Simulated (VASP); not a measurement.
# CdSe (Cadmoselite) (P6_3mc) in VASP: single point with PBE

Aim: the single point of CdSe (Cadmoselite) with PBE.

Everything below comes from runs of VASP 6.6.1. Logs are shortened: lines on timing, memory, paths and dates and some standing lists are left out, and cuts for length are marked.

### Step 1. The cell of the first run

It takes space group P6_3mc (No. 186, hexagonal). The conventional cell has a = 4.300 Å, b = 4.300 Å, c = 7.020 Å, α = 90.00°, β = 90.00°, γ = 120.00°. Within 3.4 Å of Cd (site symmetry 3m) lie 4 Se at 2.61 to 2.70 Å. Within 3.4 Å of Se (site symmetry 3m) lie 4 Cd at 2.61 to 2.70 Å.

### Step 2. Single point, PBE

INCAR

```
ALGO = Normal ; EDIFF = 1E-6
ENCUT = 500 ; GGA = PE
GGA_COMPAT = False ; ISIF = 2
ISMEAR = 0 ; LASPH = True
LCHARG = False ; LREAL = False
LWAVE = False ; NBANDS = 26
NELM = 120 ; PREC = Accurate
SIGMA = 0.01
```

KPOINTS

```
k-points
0
Gamma
  6 6 2
```

POSCAR

```
CdSe
1.0
    4.3000000000      0.0000000000      0.0000000000
   -2.1500000000      3.7239092363      0.0000000000
    0.0000000000      0.0000000000      7.0200000000
Cd Se
2 2
Direct
    0.3333333333      0.6666666667      0.0000000000
    0.6666666667      0.3333333333      0.5000000000
    0.3333333333      0.6666666667      0.3850000000
    0.6666666667      0.3333333333      0.8850000000
```

Potentials or basis: VASP PAW PBE potentials, release 64 (Cd, Se).

The run is started by

```console
$ cat potpaw_PBE.64/Cd/POTCAR potpaw_PBE.64/Se/POTCAR > POTCAR
$ mpirun -np 1 vasp_std > vasp.out
```

OUTCAR:

```text
EDIFF = 1E-6
   ENCUT = 500
   GGA = PE
   ISIF = 2
   ISMEAR = 0
   LASPH = True
   LREAL = False
   NELM = 120
   PREC = Accurate

 ion  position               nearest neighbor table
   1  0.333  0.667  0.000-   4 2.61   4 2.61   4 2.61   3 2.70
   2  0.667  0.333  0.500-   3 2.61   3 2.61   3 2.61   4 2.70
   3  0.333  0.667  0.385-   2 2.61   2 2.61   2 2.61   1 2.70
   4  0.667  0.333  0.885-   1 2.61   1 2.61   1 2.61   2 2.70

  LATTYP: Found a hexagonal cell.
 ALAT       =     4.3000000000
 C/A-ratio  =     1.6325581395

  Lattice vectors:

 A1 = (   4.3000000000,   0.0000000000,   0.0000000000)
 A2 = (  -2.1500000000,   3.7239092363,   0.0000000000)
 A3 = (   0.0000000000,   0.0000000000,   7.0200000000)

Analysis of symmetry for initial positions (statically):
=====================================================================
 Subroutine PRICEL returns:
 Original cell was already a primitive cell.

 Routine SETGRP: Setting up the symmetry group for a
 hexagonal supercell.

 Subroutine GETGRP returns: Found 12 space group operations
 (whereof  6 operations were pure point group operations)
 out of a pool of 24 trial point group operations.

The static configuration has the point symmetry C_3v.
 The point group associated with its full space group is C_6v.

Analysis of symmetry for dynamics (positions and initial velocities):
=====================================================================
 Subroutine PRICEL returns:
 Original cell was already a primitive cell.

 Routine SETGRP: Setting up the symmetry group for a
 hexagonal supercell.

 Subroutine GETGRP returns: Found 12 space group operations
 (whereof  6 operations were pure point group operations)
 out of a pool of 24 trial point group operations.

The dynamic configuration has the point symmetry C_3v.
 The point group associated with its full space group is C_6v.

 Subroutine INISYM returns: Found 12 space group operations
 (whereof  6 operations are pure point group operations),
 and found     1 'primitive' translations

----------------------------------------------------------------------------------------

                                     Primitive cell

  volume of cell :     112.4099
[... 77 lines left out ...]
   LNONCOLLINEAR =      F non collinear calculations
   LSORBIT =      F    spin-orbit coupling
   LASPH  =      T    aspherical Exc in radial PAW
   ENCUT  =  500.0 eV  36.75 Ry    6.06 a.u.   7.84  7.84 12.80*2*pi/ulx,y,z
   NELM   =    120;   NELMIN=  2; NELMDL= -5     # of ELM steps
   EDIFF  = 0.1E-05   stopping-criterion for ELM
   LREAL  =      F    real-space projection
   EDIFFG = 0.1E-04   stopping-criterion for IOM
   NSW    =      0    number of steps for IOM
   IBRION =     -1    ionic relax: 0-MD 1-quasi-New 2-CG
   NFREE  =      0    steps in history (QN), initial steepest desc. (CG)
   ISIF   =      2    stress and relaxation
   ISYM   =      2    0-nonsym 1-usesym 2-fastsym
   POTIM  = 0.5000    time-step for ionic-motion
   TEBEG  =    0.0;   TEEND  =   0.0 temperature during run
   PSTRESS=    0.0 pullay stress
   NELECT =      36.0000    total number of electrons
   NUPDOWN=      -1.0000    fix difference up-down
   EMIN   =  10.00;   EMAX   =-10.00  energy-range for DOS
   EFERMI =   0.00;   METHOD = LEGACY
   ISMEAR =     0;   SIGMA  =   0.01  broadening in eV -4-tet -1-fermi 0-gaus
   EFERMI_NEDOS =   21; number of points for ismear=-14 and -15
   IALGO  =     38    algorithm
   IMIX   =      4    mixing-type and parameters
     AMIX     =   0.40;   BMIX     =  1.00
     AMIX_MAG =   1.60;   BMIX_MAG =  1.00
  volume/ion in A,a.u.               =      28.10       189.64
  Fermi-wavevector in a.u.,A,eV,Ry     =   1.120059  2.116604 17.068937  1.254531
  Thomas-Fermi vector in A             =   2.256702
   LORBIT       =      0    0 simple, 1 ext, 2 COOP (PROOUT), +10 PAW based schemes
   GGA     = PE    functional components
   LHFCALC =     F    Hartree Fock is set to
   AEXX    =    0.0000 exact exchange contribution
   IVDW    =     0    specifies the selected vdW correction
   LEPSILON=     F    determine dielectric tensor
   LRPA    =     F    only Hartree local field effects (RPA)
 non-spin polarized calculation
 Gauss-broadening in eV      SIGMA  =   0.01
  energy-cutoff  :      500.00
  volume of cell :      112.41
 maximum number of plane-waves:      2868
 NGX is ok and might be reduce to    32
   NGX = 15   NGY = 15   NGZ = 25

 number of electron      35.9999998 magnetization

 Free energy of the ion-electron system (eV)
  ---------------------------------------------------
  ext. energy  EPLUGINS =         0.00000000
  ---------------------------------------------------
  free energy    TOTEN  =       -10.89977316 eV

  energy without entropy =      -10.89977316  energy(sigma->0) =      -10.89977316

 E-fermi :   1.0133     XC(G=0):  -8.8816

 val. band max:        0.9364630241   @ k =   0.0000   0.0000   0.0000
 cond. band min:       1.6394597395   @ k =   0.0000   0.0000   0.0000
 fundamental gap:      0.7029967154
 Fermi energy:         1.0132621344

 k-point     1 :       0.0000    0.0000    0.0000
  band No.  band energies     occupation
      1     -11.6571      2.00000
      2     -11.2911      2.00000
      3      -7.0001      2.00000
      4      -7.0001      2.00000
      5      -6.9446      2.00000
      6      -6.9446      2.00000
[... 395 lines left out ...]
     25       9.7056      0.00000
     26       9.7057      0.00000

------------------------ aborting loop because EDIFF is reached ----------------------------------------

  FORCE on cell =-STRESS in cart. coord.  units (eV):
  Direction    XX          YY          ZZ          XY          YZ          ZX
  --------------------------------------------------------------------------------------
  -------------------------------------------------------------------------------------
  Total        2.8168726      2.8168726      1.3146851      0.0000000     -0.0000000     -0.0000000
  in kB       40.1488518     40.1488518     18.7381915      0.0000000     -0.0000000     -0.0000000
  external PRESSURE =      33.0119650 kB  Pullay stress =       0.0000000 kB

 VOLUME and BASIS-vectors are now :
 -----------------------------------------------------------------------------
  energy-cutoff  :      500.00
  volume of cell :      112.41
      direct lattice vectors                 reciprocal lattice vectors
     4.300000000  0.000000000  0.000000000     0.232558140  0.134267504  0.000000000
    -2.150000000  3.723909236  0.000000000     0.000000000  0.268535009  0.000000000
     0.000000000  0.000000000  7.020000000     0.000000000  0.000000000  0.142450142

 POSITION                                       TOTAL-FORCE (eV/Angst)
 -----------------------------------------------------------------------------------
     -0.00000      2.48261      0.00000        -0.000000      0.000000      0.293389
      2.15000      1.24130      3.51000        -0.000000     -0.000000      0.293389
     -0.00000      2.48261      2.70270         0.000000     -0.000000     -0.293389
      2.15000      1.24130      6.21270        -0.000000      0.000000     -0.293389
 -----------------------------------------------------------------------------------
    total drift:                               -0.000000     -0.000000      0.000058

  FREE ENERGIE OF THE ION-ELECTRON SYSTEM (eV)
  ---------------------------------------------------
  free  energy   TOTEN  =       -10.8997731573 eV

  energy  without entropy=      -10.8997731573  energy(sigma->0) =      -10.89977316
```

OSZICAR:

```text
N       E                     dE             d eps       ncg     rms          rms(c)
DAV:   1     0.236978483979E+03    0.23698E+03   -0.16733E+04   728   0.121E+03
DAV:   2     0.342268265684E+00   -0.23664E+03   -0.22981E+03   834   0.306E+02
DAV:   3    -0.115635843223E+02   -0.11906E+02   -0.11852E+02   874   0.689E+01
DAV:   4    -0.116534350672E+02   -0.89851E-01   -0.89807E-01   790   0.571E+00
DAV:   5    -0.116540233228E+02   -0.58826E-03   -0.58824E-03   832   0.438E-01    0.887E+00
DAV:   6    -0.109346329984E+02    0.71939E+00   -0.12387E+00   854   0.110E+01    0.696E+00
DAV:   7    -0.109011434188E+02    0.33490E-01   -0.53719E-01   762   0.373E+00    0.258E+00
DAV:   8    -0.108994094447E+02    0.17340E-02   -0.56209E-02   760   0.238E+00    0.395E-01
DAV:   9    -0.108995300648E+02   -0.12062E-03   -0.72606E-03   774   0.974E-01    0.113E-01
DAV:  10    -0.108996825200E+02   -0.15246E-03   -0.81423E-04   778   0.309E-01    0.736E-02
DAV:  11    -0.108997734292E+02   -0.90909E-04   -0.19732E-04   744   0.795E-02    0.282E-02
DAV:  12    -0.108997716285E+02    0.18007E-05   -0.35147E-05   844   0.630E-02    0.908E-03
DAV:  13    -0.108997729268E+02   -0.12983E-05   -0.10435E-05   748   0.304E-02    0.354E-03
DAV:  14    -0.108997731573E+02   -0.23050E-06   -0.60190E-07   548   0.392E-03
   1 F= -.10899773E+02 E0= -.10899773E+02  d E =-.380145E-29
```

It took 60 s on 1 thread of Intel Xeon 8259CL, shared host; peak memory 0.23 GiB.

Results:

| Quantity | Value |
| --- | --- |
| Free energy | -10.8998 eV |
| Pressure | 3.3 GPa |
| Largest force | 0.293 eV/Å |
| Band gap on the k mesh | 0.70 eV, direct |

Forces in eV/Å, atoms in the order of the input:
```
Cd   0.000  0.000  0.293
Cd   0.000  0.000  0.293
Se   0.000  0.000 -0.293
Se   0.000  0.000 -0.293
```

Stress tensor (GPa, compression positive):
```
4.01 0.00 0.00
0.00 4.01 0.00
0.00 0.00 1.87
```

Levels at points of the mesh, in eV from the valence-band top:
```tsv
k point	band 16	band 17	band 18	band 19	band 20	band 21
(0.00, 0.00, 0.00)	-0.01	0.00	0.00	0.70	2.12	5.88
(0.50, 0.00, 0.00)	-1.86	-1.24	-0.83	3.23	3.30	4.81
(0.00, 0.00, 0.50)	-0.37	-0.37	-0.37	2.34	2.34	5.83
(0.50, 0.00, 0.50)	-1.38	-1.29	-1.29	2.99	2.99	4.78
```

Caveat: the k points lie up to 0.45 Å⁻¹ apart. PBE gaps usually lie below the measured ones, often by a third to a half.
